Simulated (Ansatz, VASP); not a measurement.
Be2Se: VASP beside Ansatz

The input INCAR:

```
PREC     = Accurate       # precision mode
ENCUT    = 600            # plane-wave cutoff, eV
EDIFF    = 1E-6           # SCF threshold, eV
ISMEAR   = 0              # smearing method
SIGMA    = 0.1            # smearing width, eV
LREAL    = False          # projectors in reciprocal space
LASPH    = True           # aspherical terms in the spheres
NELM     = 100            # most SCF steps
ALGO     = Normal         # electronic algorithm
ISIF     = 3              # what is computed and relaxed
LWAVE    = False          # write WAVECAR
LCHARG   = False          # write CHGCAR
GGA      = PE             # functional
IBRION   = 2              # ionic algorithm
NSW      = 90             # ionic steps
EDIFFG   = -0.04          # ionic threshold
```

File KPOINTS:

```
regular mesh
0
Gamma
  4 4 6
```

POSCAR

```
Be2Se
1.0
    5.0051944584      0.0000000000      0.0000000000
    0.0000000000      5.1575962127      0.0000000000
    0.0000000000      0.0000000000      3.3688808854
Be Se
4 2
Direct
    0.2250000000      0.8250000000      0.5000000000
    0.7250000000      0.6750000000      0.0000000000
    0.7750000000      0.1750000000      0.5000000000
    0.2750000000      0.3250000000      0.0000000000
    0.5000000000      0.5000000000      0.5000000000
    0.0000000000      0.0000000000      0.0000000000
```

Input for Ansatz:

```yaml
crystal:
  lattice:
    - [5.0051944584, 0.0, 0.0]
    - [0.0, 5.1575962127, 0.0]
    - [0.0, 0.0, 3.3688808854]
  atoms:
    - { symbol: Be, position: [0.225, 0.825, 0.5] }
    - { symbol: Be, position: [0.725, 0.675, 0.0] }
    - { symbol: Be, position: [0.775, 0.175, 0.5] }
    - { symbol: Be, position: [0.275, 0.325, 0.0] }
    - { symbol: Se, position: [0.5, 0.5, 0.5] }
    - { symbol: Se, position: [0.0, 0.0, 0.0] }
basis:
  ecutwfc: 420
kpoints:
  mp_grid: { grid: [4, 4, 6] }
hamiltonian:
  xc: pbe
scf:
  occupations: { method: gaussian, width: 0.1 }
  lower_state_search: "off"
output:
  forces: true
  stress: true
  eigenvalues: true
relax:
  adjacent_minimum: "off"
  f_tol: 0.04
  max_steps: 70
  cell: { stress_tol: 0.4 }
```

Alike in both runs: task relaxation of cell and atoms; functional PBE; k mesh 4 × 4 × 6; occupations gaussian, width 0.1 eV; no spin polarisation.

|  | VASP | Ansatz |
| --- | --- | --- |
| version | VASP 6.6.1 | Ansatz 0.2.0 |
| potentials or method | VASP PAW PBE potentials, release 64 (Be, Se), cutoff 600 eV | scalar-relativistic, plane waves, PAW |
| valence electrons in the cell | 20 | 40 |

Ansatz gave:

```
gap on the k mesh at the Fermi level, each at its own relaxed structure (eV) : none
relaxed volume (Å³/atom)                                                     : 15.66
relaxed cell length with the largest relative difference (Å)                 : 4.689
```

Question: Which values does VASP return?

Answer: gap on the k mesh at the Fermi level, each at its own relaxed structure (eV): none; relaxed volume (Å³/atom): 15.67; relaxed cell length with the largest relative difference (Å): 4.662.

A gap of «none» marks a metal or a gap that the smearing closes. VASP's potentials hold 20 valence electrons a cell and Ansatz's 40, so a difference there can come from the potentials and not from the codes.
